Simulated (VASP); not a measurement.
Here is a VASP 6.6.1 calculation.

INCAR

```
SYSTEM = Mo
PREC = Accurate ; ENCUT = 520
EDIFF = 1E-7 ; ISMEAR = 0
SIGMA = 0.15 ; LREAL = .FALSE.
LASPH = .TRUE. ; NELM = 100
ALGO = Fast ; ISIF = 2
LWAVE = .FALSE. ; LCHARG = .FALSE.
GGA = CA ; NBANDS = 13
```

KPOINTS

```
Automatic mesh
0
G
  24 24 24
  0 0 0
```

Contents of POSCAR:

```
Mo
1.0
   -1.3996723452      1.3996723452      1.9791366962
    1.3996723452     -1.3996723452      1.9791366962
    1.3996723452      1.3996723452     -1.9791366962
Mo
1
Direct
    0.0000000000      0.0000000000      0.0000000000
```

Potentials or basis: VASP PAW LDA potentials, release 64 (Mo_sv).

Run with:

```bash
$ cat potpaw_LDA.64/Mo_sv/POTCAR > POTCAR
$ mpirun -np 1 vasp_std > vasp.out
```

(1) What does it give for the pressure?

(2) Predict the band gap on the k mesh.

## Answers

(1) -3.3 GPa.

(2) zero (bands 7 and 8 overlap by 4.92 eV).

Caveat: the cell stands under tension.
